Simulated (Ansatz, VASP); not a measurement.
One calculation of NbTe, two programs

```
CELL_PARAMETERS angstrom
2.72191 0.00000 0.00000
0.00000 2.72191 0.00000
0.00000 0.00000 2.72191
ATOMIC_POSITIONS crystal
Nb 0.00000 0.00000 0.00000
Te 0.50000 0.50000 0.50000
```

Change from the starting cell: volume scaled by 0.52, PAW files.

Alike in both runs: task single point; functional PBEsol; k mesh 12 × 12 × 12; occupations fermi-dirac, width 0.1 eV; no spin polarisation.

|  | VASP | Ansatz |
| --- | --- | --- |
| version | VASP 6.6.1 | Ansatz 0.2.0 |
| potentials or method | VASP PAW PBE potentials, release 64 (Nb_sv, Te) | PAW with Ansatz's default frozen-core files, scalar-relativistic |
| plane-wave cutoff (eV) | 520 | 420 |
| valence electrons in the cell | 19 | 29 |

VASP gave:

| Property | Result |
| --- | --- |
| pressure (GPa) | 407.3 |

Question: Estimate Ansatz's values.

Answer: Pressure (GPa): 406.3.

VASP's potentials were made for PBE, not for PBEsol. Both programs put the cell under a high pressure, so it lies far from rest at this level. VASP's potentials hold 19 valence electrons a cell and Ansatz's 29, so a difference there can come from the potentials and not from the codes.

Neither program's run includes spin-orbit coupling. Noted on VASP's run: the cell as given lies far from equilibrium.
